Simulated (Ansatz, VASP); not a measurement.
# Sc: VASP beside Ansatz

File INCAR:

```
ALGO = Normal
EDIFF = 1E-7
ENCUT = 520
GGA = PE
ISIF = 2
ISMEAR = -1
LASPH = True
LCHARG = False
LREAL = False
LWAVE = False
NBANDS = 18
NELM = 100
PREC = Accurate
SIGMA = 0.08
```

The input KPOINTS:

```
k-points
0
Gamma
  13 13 7
```

POSCAR

```
Sc
1.0
    2.7017999969      0.0000000000      0.0000000000
   -1.3508999984      2.3398274332      0.0000000000
    0.0000000000      0.0000000000      4.2984785066
Sc
2
Direct
    0.3333333333      0.6666666667      0.2500000000
    0.6666666667      0.3333333333      0.7500000000
```

Input for Ansatz:

```yaml
crystal:
  lattice:
    - [2.7017999969, 0.0, 0.0]
    - [-1.3508999984, 2.3398274332, 0.0]
    - [0.0, 0.0, 4.2984785066]
  atoms:
    - { symbol: Sc, position: [0.3333333333, 0.6666666667, 0.25] }
    - { symbol: Sc, position: [0.6666666667, 0.3333333333, 0.75] }
kpoints:
  mp_grid: { grid: [13, 13, 7] }
scf:
  occupations: { method: fermi_dirac, width: 0.08 }
hamiltonian:
  xc: pbe
  pseudopotentials: { kind: all_electron, lapw: { basis_error: 0.001 } }
output:
  forces: true
  stress: true
  eigenvalues: true
  populations: true
```

Change from the starting cell: volume scaled by 0.55, LAPW.

Alike in both runs: task single point; functional PBE; k mesh 13 × 13 × 7; occupations fermi-dirac, width 0.08 eV; no spin polarisation.

|  | VASP | Ansatz |
| --- | --- | --- |
| version | VASP 6.6.1 | Ansatz 0.2.0 |
| potentials or method | VASP PAW PBE potentials, release 64 (Sc_sv), cutoff 520 eV | all-electron LAPW, scalar-relativistic |

Ansatz gave:

```
pressure (GPa)                                                : 76.4
traceless stress, the component that is largest in VASP (GPa) : -0.02
```

Problem. Estimate VASP's values.

Solution. Pressure (GPa): 77.2; traceless stress, the component that is largest in VASP (GPa): 0.12.

Both programs put the cell under a high pressure, so it lies far from rest at this level. Ansatz ran all-electron here, and VASP with PAW potentials.

Noted on VASP's run: the cell as given lies far from equilibrium.
